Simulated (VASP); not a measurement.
A run of VASP 6.6.1:

File INCAR:

```
SYSTEM = Br
  ALGO = Normal
  EDIFF = 1E-6
  ENCUT = 520
  GGA = PE
  ISIF = 2
  ISMEAR = -1
  LASPH = .True.
  LCHARG = .False.
  LREAL = .False.
  LWAVE = .False.
  NBANDS = 14
  NELM = 100
  PREC = Accurate
  SIGMA = 0.08
```

Contents of KPOINTS:

```
k-points
0
Gamma
  11 11 11
  0 0 0
```

Contents of POSCAR:

```
Br
1.0
    0.0000000000      2.8731195476      2.8731195476
    2.8731195476      0.0000000000      2.8731195476
    2.8731195476      2.8731195476      0.0000000000
Br
2
Direct
   -0.1250000000     -0.1250000000     -0.1250000000
    0.1250000000      0.1250000000      0.1250000000
```

Potentials or basis: VASP PAW PBE potentials, release 64 (Br).

Launch:

```bash
$ cat potpaw_PBE.64/Br/POTCAR > POTCAR
$ mpirun -np 1 vasp_std > vasp.out
```

Hardware: 1 thread of Intel Xeon 8259CL, with other jobs on the host.

Question: Estimate the wall time of this run.

Answer: It took 36 s on 1 thread of Intel Xeon 8259CL (shared host), peak memory 0.18 GiB. Counts: scf iterations 11, k points 56.
